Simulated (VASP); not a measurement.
Input of a VASP 6.6.1 run:

Contents of INCAR:

```
ALGO = Normal
EDIFF = 1E-6
ENCUT = 500
GGA = PS
GGA_COMPAT = F
ISIF = 2
ISMEAR = 0
LASPH = T
LCHARG = T
LELF = T
LREAL = F
LVHAR = T
LWAVE = F
NBANDS = 55
NELM = 120
PREC = Accurate
SIGMA = 0.05
```

KPOINTS

```
k-points
0
Gamma
  6 6 6
```

File POSCAR:

```
CsPbBr3
1.0
   -4.0572464289      4.0572464289      5.9540720464
    4.0572464289     -4.0572464289      5.9540720464
    4.0572464289      4.0572464289     -5.9540720464
Cs Pb Br
2 2 6
Direct
    0.7500000000      0.2500000000      0.5000000000
    0.2500000000      0.7500000000      0.5000000000
    0.0000000000      0.0000000000      0.0000000000
    0.5000000000      0.5000000000      0.0000000000
    0.2500000000      0.2500000000      0.0000000000
    0.7500000000      0.7500000000      0.0000000000
    0.6844027349      0.1844027349      0.8688054699
    0.3155972651      0.8155972651      0.1311945301
    0.1844027349      0.3155972651      0.5000000000
    0.8155972651      0.6844027349      0.5000000000
```

Potentials or basis: VASP PAW PBE potentials, release 64 (Cs_sv, Pb_d, Br).

The run is started by

```sh
$ cat potpaw_PBE.64/Cs_sv/POTCAR potpaw_PBE.64/Pb_d/POTCAR potpaw_PBE.64/Br/POTCAR > POTCAR
$ mpirun -np 1 vasp_std > vasp.out
```

Task: Predict the pressure.

Result: 0.0 GPa.

Task: Estimate the largest force.

Result: 0.003 eV/Å.

Task: What does it give for the band gap on the k mesh?

Result: 1.65 eV.

Forces on the atoms (eV/Å):
```
Cs   0.000  0.000  0.000
Cs   0.000  0.000  0.000
Pb   0.000  0.000  0.000
Pb   0.000  0.000  0.000
Br   0.000  0.000  0.000
Br   0.000  0.000  0.000
Br   0.002  0.002  0.000
Br  -0.002 -0.002  0.000
Br  -0.002  0.002  0.000
Br   0.002 -0.002  0.000
```

Caveat: the PAW data sets were made with another functional, which shifts forces and pressure a little; spin-orbit coupling is left out, which moves the levels of the heavy elements. A k mesh can miss the band edges.
